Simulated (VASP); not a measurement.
A run of VASP 6.6.1 is set up as follows.

The input INCAR:

```
PREC = Accurate
ENCUT = 520
EDIFF = 1E-7
ISMEAR = -1
SIGMA = 0.13605693000000002
LREAL = False
LASPH = True
NELM = 100
ALGO = Normal
ISIF = 2
LWAVE = False
LCHARG = True
GGA = PS
LELF = True
LVHAR = True
NBANDS = 10
```

The input KPOINTS:

```
Automatic mesh
0
Gamma
  17 17 17
```

File POSCAR:

```
F
1.0
    0.0000000000      1.6732847965      1.6732847965
    1.6732847965      0.0000000000      1.6732847965
    1.6732847965      1.6732847965      0.0000000000
F
1
Direct
    0.0000000000      0.0000000000      0.0000000000
```

Potentials or basis: VASP PAW PBE potentials, release 64 (F).

The run is started by

```bash
$ cat potpaw_PBE.64/F/POTCAR > POTCAR
$ mpirun -np 1 vasp_std > vasp.out
```

(1) Estimate the pressure.

(2) Predict the band gap on the k mesh.

Answers

(1) -0.8 GPa.

(2) zero (an odd number of electrons rules out a gap without spin polarisation).

Caveat: the PAW data sets were made with another functional, which shifts forces and pressure a little; an odd number of electrons without spin polarisation forces a metal; a magnetic or distorted state may lie lower.
